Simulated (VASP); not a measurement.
Runs of VASP 6.6.1 on Re. The structure is that of space group P6_3/mmc (No. 194), or close to it. The cells are those of the table. 

```tsv
cell	gap on the mesh (eV)	pressure (GPa)
a = 2.679, b = 2.679, c = 4.767 Å, angles 90.0, 90.0, 120.0°, 2 atoms	none	0.9
a = 2.919, b = 2.919, c = 4.014 Å, angles 90.0, 90.0, 120.0°, 2 atoms	none	(a)
a = 2.843, b = 2.843, c = 4.232 Å, angles 90.0, 90.0, 120.0°, 2 atoms	none	-0.4
a = 2.602, b = 2.602, c = 5.052 Å, angles 90.0, 90.0, 120.0°, 2 atoms	none	11.7
```

Alike in all rows: task single point; level r2SCAN; potentials or basis VASP PAW PBE potentials, release 64 (Re); no spin polarisation; k mesh 21 × 21 × 12; cutoff (eV) 520; smearing gaussian 0.15 eV.

Problem. Fill in the values left out.

Solution. (a) 5.7.

Caveats: the PAW data sets were made with another functional, which shifts forces and pressure a little; spin-orbit coupling is left out, which moves the levels of the heavy elements; the stress differs along the axes, from -29 to 16 GPa (at least some runs); the stress differs along the axes, from -11 to 39 GPa (at least some runs); the stress differs along the axes, from -11 to 21 GPa (at least some runs); the stress differs along the axes, from -42 to 39 GPa (at least some runs).

A k mesh can miss the band edges, and the runs leave out spin-orbit coupling on Re.

A gap of «none» marks levels without a gap at the run's occupations.
